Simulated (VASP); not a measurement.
# Sr (C2/m) in VASP: single point with PBE

Aim: the single point of Sr with PBE.

Program: VASP 6.6.1. These are calculated values, not measurements. Logs are shortened: lines on timing, memory, paths and dates and some standing lists are left out, and cuts for length are marked.

## Step 1: The cell of the first run

It takes space group C2/m (No. 12, monoclinic). Conventional cell: a = 7.339 Å, b = 4.237 Å, c = 14.372 Å, α = 90.00°, β = 100.01°, γ = 90.00°. Within 5.6 Å of Sr (site symmetry m) lie 12 Sr at 4.24 to 4.30 Å. Sr (site symmetry m) has 12 Sr at 4.24 to 4.35 Å within 5.6 Å.

## Step 2: Single point, PBE

INCAR

```
SYSTEM = Sr
PREC = Accurate
ENCUT = 520
EDIFF = 1E-6
ISMEAR = 0
SIGMA = 0.1
LREAL = .False.
LASPH = .True.
NELM = 60
ALGO = Fast
ISIF = 2
LWAVE = .False.
LCHARG = .True.
GGA = PE
LELF = .True.
LVHAR = .True.
NBANDS = 28
```

KPOINTS

```
regular mesh
0
Gamma
  4 4 2
  0 0 0
```

POSCAR

```
Sr
1.0
    3.6686345977     -2.1184406321     -0.0696193345
    3.6686345977      2.1184406321     -0.0696193345
   -2.2293638116      0.0000000000     14.1977583462
Sr
4
Direct
    0.2062075377      0.2062075377      0.1242169454
    0.7937924623      0.7937924623      0.8757830546
    0.3782452277      0.3782452277      0.6266715398
    0.6217547723      0.6217547723      0.3733284602
```

Potentials or basis: VASP PAW PBE potentials, release 64 (Sr_sv).

Command:

```console
cat potpaw_PBE.64/Sr_sv/POTCAR > POTCAR
mpirun -np 1 vasp_std > vasp.out
```

OUTCAR:

```text
SYSTEM = Sr
   PREC = Accurate
   ENCUT = 520
   EDIFF = 1E-6
   ISMEAR = 0
   LREAL = .False.
   LASPH = .True.
   NELM = 60
   ISIF = 2
   GGA = PE

 ion  position               nearest neighbor table
   1  0.206  0.206  0.124-   2 4.26   4 4.28   2 4.29   2 4.29   4 4.30   4 4.30
   2  0.794  0.794  0.876-   1 4.26   3 4.28   1 4.29   1 4.29   3 4.30   3 4.30
   3  0.378  0.378  0.627-   2 4.28   2 4.30   2 4.30   4 4.33   4 4.35   4 4.35
   4  0.622  0.622  0.373-   1 4.28   1 4.30   1 4.30   3 4.33   3 4.35   3 4.35

  LATTYP: Found a base centered monoclinic cell.
 ALAT       =     7.3385902361
 B/A-ratio  =     0.5773426677
 C/A-ratio  =     1.9583764659
 COS(beta)  =    -0.1738374464

  Lattice vectors:

 A1 = (   3.6686345977,  -2.1184406321,  -0.0696193345)
 A2 = (   3.6686345977,   2.1184406321,  -0.0696193345)
 A3 = (  -2.2293638116,   0.0000000000,  14.1977583462)

Analysis of symmetry for initial positions (statically):
=====================================================================
 Subroutine PRICEL returns:
 Original cell was already a primitive cell.

 Routine SETGRP: Setting up the symmetry group for a
 base centered monoclinic supercell.

 Subroutine GETGRP returns: Found  4 space group operations
 (whereof  4 operations were pure point group operations)
 out of a pool of  4 trial point group operations.

The static configuration has the point symmetry C_2h.

Analysis of symmetry for dynamics (positions and initial velocities):
=====================================================================
 Subroutine PRICEL returns:
 Original cell was already a primitive cell.

 Routine SETGRP: Setting up the symmetry group for a
 base centered monoclinic supercell.

 Subroutine GETGRP returns: Found  4 space group operations
 (whereof  4 operations were pure point group operations)
 out of a pool of  4 trial point group operations.

The dynamic configuration has the point symmetry C_2h.

 Subroutine INISYM returns: Found  4 space group operations
 (whereof  4 operations are pure point group operations),
 and found     1 'primitive' translations

----------------------------------------------------------------------------------------

                                     Primitive cell

  volume of cell :     220.0262

  direct lattice vectors                    reciprocal lattice vectors
     3.668634598 -2.118440632 -0.069619335     0.136697820 -0.236022663  0.021464598
     3.668634598  2.118440632 -0.069619335     0.136697820  0.236022663  0.021464598
    -2.229363812  0.000000000 14.197758346     0.001340608  0.000000000  0.070644159

  length of vectors
     4.236923102  4.236923102 14.371722411     0.273594080  0.273594080  0.070656878

  position of ions in fractional coordinates (direct lattice)
     0.206207538  0.206207538  0.124216945
     0.793792462  0.793792462  0.875783055
     0.378245228  0.378245228  0.626671540
     0.621754772  0.621754772  0.373328460

  ion indices of the primitive-cell ions
   primitive index   ion index
                 1           1
                 2           2
                 3           3
                 4           4

----------------------------------------------------------------------------------------

 KPOINTS: regular mesh

Automatic generation of k-mesh.
 Grid dimensions read from file:
 generate k-points for:    4    4    2

 Generating k-lattice:

  Cartesian coordinates                     Fractional coordinates (reciprocal lattice)
     0.034174455 -0.059005666  0.005366149     0.250000000 -0.000000000  0.000000000
     0.034174455  0.059005666  0.005366149    -0.000000000  0.250000000  0.000000000
     0.000670304  0.000000000  0.035322080     0.000000000  0.000000000  0.500000000

  Length of vectors
     0.068398520  0.068398520  0.035328439

  Shift w.r.t. Gamma in fractional coordinates (k-lattice)
     0.000000000  0.000000000  0.000000000

 Subroutine IBZKPT returns following result:
 ===========================================

 Found     14 irreducible k-points:

 Following reciprocal coordinates:
            Coordinates               Weight
  0.000000  0.000000  0.000000      1.000000
  0.250000  0.000000  0.000000      4.000000
  0.500000  0.000000  0.000000      2.000000
  0.250000  0.250000  0.000000      2.000000
  0.500000  0.250000  0.000000      4.000000
 -0.250000  0.250000  0.000000      2.000000
  0.500000  0.500000  0.000000      1.000000
  0.000000  0.000000  0.500000      1.000000
  0.250000  0.000000  0.500000      4.000000
  0.500000  0.000000  0.500000      2.000000
  0.250000  0.250000  0.500000      2.000000
  0.500000  0.250000  0.500000      4.000000
 -0.250000  0.250000  0.500000      2.000000
  0.500000  0.500000  0.500000      1.000000
   k-points           NKPTS =     14   k-points in BZ     NKDIM =     14   number of bands    NBANDS=     28
   number of dos      NEDOS =    301   number of ions     NIONS =      4
   total plane-waves  NPLWV = 110592
   dimension x,y,z NGX =    32 NGY =   32 NGZ =  108
   dimension x,y,z NGXF=    64 NGYF=   64 NGZF=  216
   ions per type =               4
   NGX,Y,Z   is equivalent  to a cutoff of  12.56, 12.56, 12.49 a.u.
   NGXF,Y,Z  is equivalent  to a cutoff of  25.11, 25.11, 24.99 a.u.
 SYSTEM =  Sr
   PREC   = accura    normal or accurate (medium, high low for compatibility)
   ISTART =      0    job   : 0-new  1-cont  2-samecut
   ICHARG =      2    charge: 1-file 2-atom 10-const
   ISPIN  =      1    spin polarized calculation?
   LNONCOLLINEAR =      F non collinear calculations
   LSORBIT =      F    spin-orbit coupling
   LASPH  =      T    aspherical Exc in radial PAW
   ENCUT  =  520.0 eV  38.22 Ry    6.18 a.u.   7.88  7.88 26.72*2*pi/ulx,y,z
   NELM   =     60;   NELMIN=  2; NELMDL= -5     # of ELM steps
   EDIFF  = 0.1E-05   stopping-criterion for ELM
   LREAL  =      F    real-space projection
   EDIFFG = 0.1E-04   stopping-criterion for IOM
   NSW    =      0    number of steps for IOM
   IBRION =     -1    ionic relax: 0-MD 1-quasi-New 2-CG
   NFREE  =      0    steps in history (QN), initial steepest desc. (CG)
   ISIF   =      2    stress and relaxation
   ISYM   =      2    0-nonsym 1-usesym 2-fastsym
   POTIM  = 0.5000    time-step for ionic-motion
   TEBEG  =    0.0;   TEEND  =   0.0 temperature during run
   PSTRESS=    0.0 pullay stress
   NELECT =      40.0000    total number of electrons
   NUPDOWN=      -1.0000    fix difference up-down
   EMIN   =  10.00;   EMAX   =-10.00  energy-range for DOS
   EFERMI =   0.00;   METHOD = LEGACY
   ISMEAR =     0;   SIGMA  =   0.10  broadening in eV -4-tet -1-fermi 0-gaus
   EFERMI_NEDOS =   21; number of points for ismear=-14 and -15
   IALGO  =     68    algorithm
   IMIX   =      4    mixing-type and parameters
     AMIX     =   0.40;   BMIX     =  1.00
     AMIX_MAG =   1.60;   BMIX_MAG =  1.00
  volume/ion in A,a.u.               =      55.01       371.20
  Fermi-wavevector in a.u.,A,eV,Ry     =   0.927406  1.752544 11.702130  0.860082
  Thomas-Fermi vector in A             =   2.053473
   LORBIT       =      0    0 simple, 1 ext, 2 COOP (PROOUT), +10 PAW based schemes
   GGA     = PE    functional components
   LHFCALC =     F    Hartree Fock is set to
   AEXX    =    0.0000 exact exchange contribution
   IVDW    =     0    specifies the selected vdW correction
   LEPSILON=     F    determine dielectric tensor
   LRPA    =     F    only Hartree local field effects (RPA)
 non-spin polarized calculation
 RMM-DIIS sequential band-by-band and
 Gauss-broadening in eV      SIGMA  =   0.10
  energy-cutoff  :      520.00
  volume of cell :      220.03
 maximum number of plane-waves:      5942
   NGX = 15   NGY = 15   NGZ = 53

 number of electron      40.0000000 magnetization

 Free energy of the ion-electron system (eV)
  ---------------------------------------------------
  ext. energy  EPLUGINS =         0.00000000
  ---------------------------------------------------
  free energy    TOTEN  =        -6.62795550 eV

  energy without entropy =       -6.59126541  energy(sigma->0) =       -6.60961046

 E-fermi :   1.6202     XC(G=0):  -7.3510

 val. band max:        1.6168211067   @ k =   0.5000   0.2500   0.5000
 cond. band min:       1.6545002503   @ k =   0.5000   0.0000   0.5000
 fundamental gap:      0.0376791436
 Fermi energy:         1.6202426121

 k-point     1 :       0.0000    0.0000    0.0000
  band No.  band energies     occupation
      1     -35.0561      2.00000
      2     -35.0506      2.00000
      3     -35.0308      2.00000
      4     -35.0242      2.00000
      5     -17.1110      2.00000
      6     -17.0232      2.00000
[... 20 lines left out ...]
     27       3.9944      0.00000
     28       4.0376      0.00000

 k-point     2 :       0.2500    0.0000    0.0000
  band No.  band energies     occupation
      1     -35.0501      2.00000
      2     -35.0460      2.00000
      3     -35.0251      2.00000
      4     -35.0201      2.00000
      5     -17.0773      2.00000
      6     -17.0623      2.00000
[... 20 lines left out ...]
     27       3.3769      0.00000
     28       3.9507      0.00000

 k-point     3 :       0.5000    0.0000    0.0000
  band No.  band energies     occupation
      1     -35.0437      2.00000
      2     -35.0418      2.00000
      3     -35.0188      2.00000
      4     -35.0165      2.00000
      5     -17.1362      2.00000
      6     -17.1320      2.00000
[... 20 lines left out ...]
     27       3.2187      0.00000
     28       3.4014      0.00000

 k-point     4 :       0.2500    0.2500    0.0000
  band No.  band energies     occupation
      1     -35.0501      2.00000
      2     -35.0461      2.00000
      3     -35.0250      2.00000
      4     -35.0202      2.00000
      5     -17.0783      2.00000
      6     -17.0671      2.00000
[... 268 lines left out ...]
     27       2.9444      0.00000
     28       3.0555      0.00000

 k-point    13 :      -0.2500    0.2500    0.5000
  band No.  band energies     occupation
      1     -35.0437      2.00000
      2     -35.0418      2.00000
      3     -35.0188      2.00000
      4     -35.0165      2.00000
      5     -17.1017      2.00000
      6     -17.0997      2.00000
[... 20 lines left out ...]
     27       3.0052      0.00000
     28       3.0396      0.00000

 k-point    14 :       0.5000    0.5000    0.5000
  band No.  band energies     occupation
      1     -35.0436      2.00000
      2     -35.0419      2.00000
      3     -35.0186      2.00000
      4     -35.0167      2.00000
      5     -17.1376      2.00000
      6     -17.1342      2.00000
[... 20 lines left out ...]
     27       3.1993      0.00000
     28       3.3755      0.00000

------------------------ aborting loop because EDIFF is reached ----------------------------------------

  FORCE on cell =-STRESS in cart. coord.  units (eV):
  Direction    XX          YY          ZZ          XY          YZ          ZX
  --------------------------------------------------------------------------------------
  -------------------------------------------------------------------------------------
  Total        0.0112797      0.0513214      0.1539192      0.0000000      0.0000000      0.0227901
  in kB        0.0821358      0.3737095      1.1208019      0.0000000      0.0000000      0.1659516
  external PRESSURE =       0.5255491 kB  Pullay stress =       0.0000000 kB

 VOLUME and BASIS-vectors are now :
 -----------------------------------------------------------------------------
  energy-cutoff  :      520.00
  volume of cell :      220.03
      direct lattice vectors                 reciprocal lattice vectors
     3.668634598 -2.118440632 -0.069619335     0.136697820 -0.236022663  0.021464598
     3.668634598  2.118440632 -0.069619335     0.136697820  0.236022663  0.021464598
    -2.229363812  0.000000000 14.197758346     0.001340608  0.000000000  0.070644159

 POSITION                                       TOTAL-FORCE (eV/Angst)
 -----------------------------------------------------------------------------------
      1.23608      0.00000      1.73489         0.004415      0.000000     -0.000441
      3.87183      0.00000     12.32363        -0.004415      0.000000      0.000441
      1.37821      0.00000      8.84466        -0.000820      0.000000     -0.032447
      3.72970      0.00000      5.21385         0.000820      0.000000      0.032447
 -----------------------------------------------------------------------------------
    total drift:                                0.000000      0.000000     -0.000000

  FREE ENERGIE OF THE ION-ELECTRON SYSTEM (eV)
  ---------------------------------------------------
  free  energy   TOTEN  =        -6.6279554974 eV

  energy  without entropy=       -6.5912654138  energy(sigma->0) =       -6.60961046
```

Run time: 3.8 min. Hardware: 1 thread of Oxide Virtual Turin-like, shared host; peak memory 0.31 GiB.

Results:

```
Free energy            : -6.6280 eV
Pressure               : 0.1 GPa
Largest force          : 0.032 eV/Å
Band gap on the k mesh : zero (bands 20 and 21 overlap by 0.11 eV)
```

Forces in eV/Å, atoms in the order of the input:
```
Sr   0.004  0.000  0.000
Sr  -0.004  0.000  0.000
Sr  -0.001  0.000 -0.032
Sr   0.001  0.000  0.032
```

Caveat: the k points lie up to 0.43 Å⁻¹ apart.

The gap in the log of VASP goes by the Fermi energy; the results here count the filled bands.